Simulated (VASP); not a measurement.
# Ge (Imma) in VASP: notebook

Runs on Ge. Level: PBE. Tasks: single point.

Program: VASP 6.6.1. These are calculated values, not measurements. Logs are shortened: lines on timing, memory, paths and dates and some standing lists are left out, and cuts for length are marked.

### Step 1. The cell of the first run

The structure is orthorhombic, space group Imma (No. 74). The conventional cell has a = 4.992 Å, b = 5.302 Å, c = 2.874 Å, α = 90.00°, β = 90.00°, γ = 90.00°. Ge (site symmetry mm2) has 8 Ge at 2.68 to 3.08 Å within 3.5 Å.

### Step 2. Single point, PBE

Contents of INCAR:

```
SYSTEM = Ge
PREC = Accurate
ENCUT = 500
EDIFF = 1E-6
ISMEAR = 0
SIGMA = 0.013000000000000001
LREAL = .FALSE.
LASPH = .TRUE.
NELM = 120
ALGO = Normal
ISIF = 2
LWAVE = .FALSE.
LCHARG = .FALSE.
GGA = PE
NBANDS = 21
GGA_COMPAT = .FALSE.
```

Contents of KPOINTS:

```
regular mesh
0
G
  11 11 11
  0 0 0
```

Contents of POSCAR:

```
Ge
1.0
   -2.4958980000      2.6508630000      1.4369470000
    2.4958980000     -2.6508630000      1.4369470000
    2.4958980000      2.6508630000     -1.4369470000
Ge
2
Direct
    0.3140570000      0.0640570000      0.2500000000
    0.6859430000      0.9359430000      0.7500000000
```

Potentials or basis: VASP PAW PBE potentials, release 64 (Ge_d).

Started as:

```console
$ cat potpaw_PBE.64/Ge_d/POTCAR > POTCAR
$ mpirun -np 1 vasp_std > vasp.out
```

OUTCAR:

```text
SYSTEM = Ge
   PREC = Accurate
   ENCUT = 500
   EDIFF = 1E-6
   ISMEAR = 0
   LREAL = .FALSE.
   LASPH = .TRUE.
   NELM = 120
   ISIF = 2
   GGA = PE

 ion  position               nearest neighbor table
   1  0.314  0.064  0.250-   2 2.68   2 2.68   2 2.72   2 2.72
   2  0.686  0.936  0.750-   1 2.68   1 2.68   1 2.72   1 2.72

  LATTYP: Found a body centered orthorhombic cell.
 ALAT       =     2.8738940000
 B/A-ratio  =     1.7369450648
 C/A-ratio  =     1.8447882907

  Lattice vectors:

 A1 = (   2.4958980000,  -2.6508630000,   1.4369470000)
 A2 = (  -2.4958980000,  -2.6508630000,  -1.4369470000)
 A3 = (   2.4958980000,   2.6508630000,  -1.4369470000)

Analysis of symmetry for initial positions (statically):
=====================================================================
 Subroutine PRICEL returns:
 Original cell was already a primitive cell.

 Routine SETGRP: Setting up the symmetry group for a
 body centered orthorhombic supercell.

 Subroutine GETGRP returns: Found  8 space group operations
 (whereof  4 operations were pure point group operations)
 out of a pool of  8 trial point group operations.

The static configuration has the point symmetry C_2h.
 The point group associated with its full space group is D_2h.

Analysis of symmetry for dynamics (positions and initial velocities):
=====================================================================
 Subroutine PRICEL returns:
 Original cell was already a primitive cell.

 Routine SETGRP: Setting up the symmetry group for a
 body centered orthorhombic supercell.

 Subroutine GETGRP returns: Found  8 space group operations
 (whereof  4 operations were pure point group operations)
 out of a pool of  8 trial point group operations.

The dynamic configuration has the point symmetry C_2h.
 The point group associated with its full space group is D_2h.

 Subroutine INISYM returns: Found  8 space group operations
 (whereof  4 operations are pure point group operations),
 and found     1 'primitive' translations

----------------------------------------------------------------------------------------

                                     Primitive cell

  volume of cell :      38.0290

  direct lattice vectors                    reciprocal lattice vectors
    -2.495898000  2.650863000  1.436947000     0.000000000  0.188617820  0.347959946
     2.495898000 -2.650863000  1.436947000     0.200328699  0.000000000  0.347959946
     2.495898000  2.650863000 -1.436947000     0.200328699  0.188617820  0.000000000

  length of vectors
     3.914255760  3.914255760  3.914255760     0.395793893  0.401506801  0.275151358

  position of ions in fractional coordinates (direct lattice)
     0.314057000  0.064057000  0.250000000
     0.685943000  0.935943000  0.750000000

  ion indices of the primitive-cell ions
   primitive index   ion index
                 1           1
                 2           2

----------------------------------------------------------------------------------------

 KPOINTS: regular mesh

Automatic generation of k-mesh.
 Grid dimensions read from file:
 generate k-points for:   11   11   11

 Generating k-lattice:

  Cartesian coordinates                     Fractional coordinates (reciprocal lattice)
     0.000000000  0.017147075  0.031632722     0.090909091 -0.000000000  0.000000000
     0.018211700  0.000000000  0.031632722    -0.000000000  0.090909091  0.000000000
     0.018211700  0.017147075  0.000000000     0.000000000  0.000000000  0.090909091

  Length of vectors
     0.035981263  0.036500618  0.025013760

  Shift w.r.t. Gamma in fractional coordinates (k-lattice)
     0.000000000  0.000000000  0.000000000

 Subroutine IBZKPT returns following result:
 ===========================================

 Found    216 irreducible k-points:

 Following reciprocal coordinates:
            Coordinates               Weight
  0.000000  0.000000  0.000000      1.000000
  0.090909  0.000000 -0.000000      4.000000
  0.181818  0.000000 -0.000000      4.000000
  0.272727  0.000000 -0.000000      4.000000
  0.363636  0.000000 -0.000000      4.000000
  0.454545  0.000000 -0.000000      4.000000
[... 16 lines left out ...]
  0.454545  0.181818 -0.000000      8.000000
 -0.454545  0.181818  0.000000      8.000000
 [... further k-points ...]
   k-points           NKPTS =    216   k-points in BZ     NKDIM =    216   number of bands    NBANDS=     21
   number of dos      NEDOS =    301   number of ions     NIONS =      2
   total plane-waves  NPLWV =  27000
   dimension x,y,z NGX =    30 NGY =   30 NGZ =   30
   dimension x,y,z NGXF=    60 NGYF=   60 NGZF=   60
   ions per type =               2
   NGX,Y,Z   is equivalent  to a cutoff of  12.74, 12.74, 12.74 a.u.
   NGXF,Y,Z  is equivalent  to a cutoff of  25.48, 25.48, 25.48 a.u.
 SYSTEM =  Ge
   PREC   = accura    normal or accurate (medium, high low for compatibility)
   ISTART =      0    job   : 0-new  1-cont  2-samecut
   ICHARG =      2    charge: 1-file 2-atom 10-const
   ISPIN  =      1    spin polarized calculation?
   LNONCOLLINEAR =      F non collinear calculations
   LSORBIT =      F    spin-orbit coupling
   LASPH  =      T    aspherical Exc in radial PAW
   ENCUT  =  500.0 eV  36.75 Ry    6.06 a.u.   7.14  7.14  7.14*2*pi/ulx,y,z
   NELM   =    120;   NELMIN=  2; NELMDL= -5     # of ELM steps
   EDIFF  = 0.1E-05   stopping-criterion for ELM
   LREAL  =      F    real-space projection
   EDIFFG = 0.1E-04   stopping-criterion for IOM
   NSW    =      0    number of steps for IOM
   IBRION =     -1    ionic relax: 0-MD 1-quasi-New 2-CG
   NFREE  =      0    steps in history (QN), initial steepest desc. (CG)
   ISIF   =      2    stress and relaxation
   ISYM   =      2    0-nonsym 1-usesym 2-fastsym
   POTIM  = 0.5000    time-step for ionic-motion
   TEBEG  =    0.0;   TEEND  =   0.0 temperature during run
   PSTRESS=    0.0 pullay stress
   NELECT =      28.0000    total number of electrons
   NUPDOWN=      -1.0000    fix difference up-down
   EMIN   =  10.00;   EMAX   =-10.00  energy-range for DOS
   EFERMI =   0.00;   METHOD = LEGACY
   ISMEAR =     0;   SIGMA  =   0.01  broadening in eV -4-tet -1-fermi 0-gaus
   EFERMI_NEDOS =   21; number of points for ismear=-14 and -15
   IALGO  =     38    algorithm
   IMIX   =      4    mixing-type and parameters
     AMIX     =   0.40;   BMIX     =  1.00
     AMIX_MAG =   1.60;   BMIX_MAG =  1.00
  volume/ion in A,a.u.               =      19.01       128.32
  Fermi-wavevector in a.u.,A,eV,Ry     =   1.478277  2.793539 29.732860  2.185304
  Thomas-Fermi vector in A             =   2.592578
   LORBIT       =      0    0 simple, 1 ext, 2 COOP (PROOUT), +10 PAW based schemes
   GGA     = PE    functional components
   LHFCALC =     F    Hartree Fock is set to
   AEXX    =    0.0000 exact exchange contribution
   IVDW    =     0    specifies the selected vdW correction
   LEPSILON=     F    determine dielectric tensor
   LRPA    =     F    only Hartree local field effects (RPA)
 non-spin polarized calculation
 Gauss-broadening in eV      SIGMA  =   0.01
  energy-cutoff  :      500.00
  volume of cell :       38.03
 maximum number of plane-waves:       981
 NGX is ok and might be reduce to    30
   NGX = 15   NGY = 15   NGZ = 15

 number of electron      28.0000014 magnetization

 Free energy of the ion-electron system (eV)
  ---------------------------------------------------
  ext. energy  EPLUGINS =         0.00000000
  ---------------------------------------------------
  free energy    TOTEN  =        -8.55741888 eV

  energy without entropy =       -8.55726939  energy(sigma->0) =       -8.55734414

 E-fermi :   6.5547     XC(G=0): -11.1900

 val. band max:        6.5482716212   @ k =   0.4545   0.2727   0.0909
 cond. band min:       6.5551014719   @ k =   0.4545   0.1818  -0.0000
 fundamental gap:      0.0068298507
 Fermi energy:         6.5546514910

 k-point     1 :       0.0000    0.0000    0.0000
  band No.  band energies     occupation
      1     -18.2237      2.00000
      2     -18.1477      2.00000
      3     -18.1453      2.00000
      4     -18.1415      2.00000
      5     -18.1090      2.00000
      6     -18.0729      2.00000
[... 13 lines left out ...]
     20      17.2445      0.00000
     21      19.1766      0.00000

 k-point     2 :       0.0909    0.0000   -0.0000
  band No.  band energies     occupation
      1     -18.2174      2.00000
      2     -18.1413      2.00000
      3     -18.1374      2.00000
      4     -18.1337      2.00000
      5     -18.1106      2.00000
      6     -18.0754      2.00000
[... 13 lines left out ...]
     20      17.4962      0.00000
     21      18.4990      0.00000

 k-point     3 :       0.1818    0.0000   -0.0000
  band No.  band energies     occupation
      1     -18.2004      2.00000
      2     -18.1267      2.00000
      3     -18.1216      2.00000
      4     -18.1142      2.00000
      5     -18.1061      2.00000
      6     -18.0796      2.00000
[... 13 lines left out ...]
     20      15.7123      0.00000
     21      18.6432      0.00000

 k-point     4 :       0.2727    0.0000   -0.0000
  band No.  band energies     occupation
      1     -18.1768      2.00000
      2     -18.1212      2.00000
      3     -18.1073      2.00000
      4     -18.1034      2.00000
      5     -18.0742      2.00000
      6     -18.0717      2.00000
[... 13 lines left out ...]
     20      14.5363      0.00000
     21      19.2467      0.00000

 k-point     5 :       0.3636    0.0000   -0.0000
  band No.  band energies     occupation
      1     -18.1523      2.00000
      2     -18.1212      2.00000
      3     -18.0972      2.00000
      4     -18.0923      2.00000
      5     -18.0760      2.00000
      6     -18.0756      2.00000
[... 13 lines left out ...]
     20      15.0712      0.00000
     21      20.3877      0.00000
[... 382 lines left out ...]
     20      16.5908      0.00000
     21      18.5573      0.00000

 k-point    22 :       0.3636    0.1818   -0.0000
  band No.  band energies     occupation
      1     -18.1574      2.00000
      2     -18.1302      2.00000
      3     -18.1150      2.00000
      4     -18.0833      2.00000
      5     -18.0783      2.00000
      6     -18.0535      2.00000
[... 13 lines left out ...]
     20      17.5633      0.00000
     21      18.7899      0.00000

 k-point    23 :       0.4545    0.1818   -0.0000
  band No.  band energies     occupation
      1     -18.1499      2.00000
      2     -18.1227      2.00000
      3     -18.1035      2.00000
      4     -18.0961      2.00000
      5     -18.0730      2.00000
      6     -18.0485      2.00000
[... 13 lines left out ...]
     20      17.3568      0.00000
     21      18.4924      0.00000

 k-point    24 :      -0.4545    0.1818    0.0000
  band No.  band energies     occupation
      1     -18.1525      2.00000
      2     -18.1181      2.00000
      3     -18.1085      2.00000
      4     -18.0921      2.00000
      5     -18.0843      2.00000
      6     -18.0505      2.00000
[... 13 lines left out ...]
     20      17.3665      0.00000
     21      17.5510      0.00000

 [... further k-points ...]

------------------------ aborting loop because EDIFF is reached ----------------------------------------

  FORCE on cell =-STRESS in cart. coord.  units (eV):
  Direction    XX          YY          ZZ          XY          YZ          ZX
  --------------------------------------------------------------------------------------
  -------------------------------------------------------------------------------------
  Total        0.5622354     -0.1263917      0.2090917      0.0000000      0.0000000      0.0000000
  in kB       23.6872089     -5.3249342      8.8091201      0.0000000      0.0000000      0.0000000
  external PRESSURE =       9.0571316 kB  Pullay stress =       0.0000000 kB

 VOLUME and BASIS-vectors are now :
 -----------------------------------------------------------------------------
  energy-cutoff  :      500.00
  volume of cell :       38.03
      direct lattice vectors                 reciprocal lattice vectors
    -2.495898000  2.650863000  1.436947000     0.000000000  0.188617820  0.347959946
     2.495898000 -2.650863000  1.436947000     0.200328699  0.000000000  0.347959946
     2.495898000  2.650863000 -1.436947000     0.200328699  0.188617820  0.000000000

 POSITION                                       TOTAL-FORCE (eV/Angst)
 -----------------------------------------------------------------------------------
      0.00000      1.32543      0.18409        -0.000000     -0.000000      0.062390
      2.49590      1.32543      1.25285         0.000000      0.000000     -0.062390
 -----------------------------------------------------------------------------------
    total drift:                               -0.000000     -0.000000      0.000000

  FREE ENERGIE OF THE ION-ELECTRON SYSTEM (eV)
  ---------------------------------------------------
  free  energy   TOTEN  =        -8.5574188786 eV

  energy  without entropy=       -8.5572693920  energy(sigma->0) =       -8.55734414
```

It took 2.3 min on 1 thread of Intel Xeon 8259CL, shared host; peak memory 0.26 GiB.

Results:

```
Free energy            : -8.5574 eV
Pressure               : 0.9 GPa
Largest force          : 0.062 eV/Å
Band gap on the k mesh : zero (bands 14 and 15 overlap by 5.21 eV)
```

Forces on the atoms (eV/Å):
```
Ge   0.000  0.000  0.062
Ge   0.000  0.000 -0.062
```

Stress tensor (GPa, compression positive):
```
 2.37  0.00  0.00
 0.00 -0.53  0.00
 0.00  0.00  0.88
```

Levels at points of the mesh, in eV from the Fermi level:
```tsv
k point	band 11	band 12	band 13	band 14	band 15	band 16	band 17	band 18
(0.00, 0.00, 0.00)	-13.12	-3.84	-2.37	-1.93	3.45	6.93	7.15	7.87
```

### Step 3. Single point, PBE

Contents of INCAR:

```
SYSTEM = Ge
  PREC = Accurate
  ENCUT = 500
  EDIFF = 1E-6
  ISMEAR = 0
  SIGMA = 0.014
  LREAL = .FALSE.
  LASPH = .TRUE.
  NELM = 120
  ALGO = Normal
  ISIF = 2
  LWAVE = .FALSE.
  LCHARG = .FALSE.
  GGA = PE
  NBANDS = 21
  GGA_COMPAT = .FALSE.
```

KPOINTS is that of step 2.

POSCAR is that of step 2.

Potentials or basis: VASP PAW PBE potentials, release 64 (Ge_d).

Started as:

```console
$ cat potpaw_PBE.64/Ge_d/POTCAR > POTCAR
$ mpirun -np 1 vasp_std > vasp.out
```

Wall time 2.2 min (1 thread of Intel Xeon 8259CL, shared host); peak memory 0.26 GiB.

Results (log left out):

```
Free energy            : -8.5574 eV
Pressure               : 0.9 GPa
Largest force          : 0.062 eV/Å
Band gap on the k mesh : zero (bands 14 and 15 overlap by 5.21 eV)
```

Forces in eV/Å, atoms in the order of the input:
```
Ge   0.000  0.000  0.062
Ge   0.000  0.000 -0.062
```

Stress tensor (GPa, compression positive):
```
 2.36  0.00  0.00
 0.00 -0.52  0.00
 0.00  0.00  0.87
```

Levels at points of the mesh, in eV from the Fermi level:
```tsv
k point	band 11	band 12	band 13	band 14	band 15	band 16	band 17	band 18
(0.00, 0.00, 0.00)	-13.12	-3.84	-2.37	-1.93	3.45	6.93	7.15	7.87
```

### Step 4. Single point, PBE

Contents of INCAR:

```
SYSTEM = Ge
ALGO = Normal
EDIFF = 1E-6
ENCUT = 500
GGA = PE
GGA_COMPAT = .False.
ISIF = 2
ISMEAR = 0
LASPH = .True.
LCHARG = .False.
LREAL = .False.
LWAVE = .False.
NBANDS = 21
NELM = 120
PREC = Accurate
SIGMA = 0.015
```

Contents of KPOINTS:

```
k-points
0
Gamma
  11 11 11
  0 0 0
```

POSCAR is that of step 3.

Started as:

```console
$ cat potpaw_PBE.64/Ge_d/POTCAR > POTCAR
$ mpirun -np 1 vasp_std > vasp.out
```

It took 2.2 min on 1 thread of Intel Xeon 8259CL, shared host; peak memory 0.26 GiB.

It converged, with:

```
Free energy            : -8.5574 eV
Pressure               : 0.9 GPa
Largest force          : 0.062 eV/Å
Band gap on the k mesh : zero (bands 14 and 15 overlap by 5.21 eV)
```

Forces in eV/Å, atoms in the order of the input:
```
Ge   0.000  0.000  0.062
Ge   0.000  0.000 -0.062
```

Stress tensor (GPa, compression positive):
```
 2.35  0.00  0.00
 0.00 -0.50  0.00
 0.00  0.00  0.87
```

Levels at points of the mesh, in eV from the Fermi level:
```
           k point  band 10  band 11  band 12  band 13  band 14  band 15  band 16  band 17  band 18  band 19
(0.00, 0.00, 0.00)   -24.47   -13.12    -3.84    -2.37    -1.93     3.45     6.93     7.15     7.87     8.21
```

### Step 5. Overview

```tsv
smearing	gap on the mesh (eV)	pressure (GPa)	largest force (eV/Å)
gaussian 0.013 eV	none	0.9	0.06
gaussian 0.014 eV	none	0.9	0.06
gaussian 0.015 eV	none	0.9	0.06
```

Alike in all rows: task single point; level PBE; potentials or basis VASP PAW PBE potentials, release 64 (Ge_d); no spin polarisation; cell as given; k mesh 11 × 11 × 11; cutoff (eV) 500.

Total energies depend on the potentials used, so only differences within one code and one set of settings carry meaning.
